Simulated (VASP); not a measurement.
Input of a VASP 6.6.1 run:

The input INCAR:

```
ALGO = Fast
EDIFF = 1E-6
ENCUT = 520
GGA = PE
ISIF = 2
ISMEAR = 0
LASPH = T
LCHARG = F
LREAL = F
LWAVE = F
NBANDS = 18
NELM = 60
PREC = Accurate
SIGMA = 0.15
```

The input KPOINTS:

```
k-points
0
Gamma
  16 16 16
```

POSCAR

```
Yb
1.0
    0.0000000000      2.8465870114      1.9348251917
    2.8465870114      0.0000000000      1.9348251917
    2.8465870114      2.8465870114      0.0000000000
Yb
1
Direct
    0.0000000000      0.0000000000      0.0000000000
```

Potentials or basis: VASP PAW PBE potentials, release 64 (Yb).

Command:

```console
$ cat potpaw_PBE.64/Yb/POTCAR > POTCAR
$ mpirun -np 1 vasp_std > vasp.out
```

Q: Estimate the band gap on the k mesh.

A: Zero (band 12 reaches 2.43 eV, above the bottom of band 13 at 1.69 eV).

Q: Estimate the pressure.

A: 2.4 GPa.

Stress tensor (GPa, compression positive):
```
2.14 0.00 0.00
0.00 2.14 0.00
0.00 0.00 2.84
```

Caveat: spin-orbit coupling is left out, which moves the levels of the heavy elements. Spin polarisation is off, so any magnetic state and its effect on volume and gap are missing.
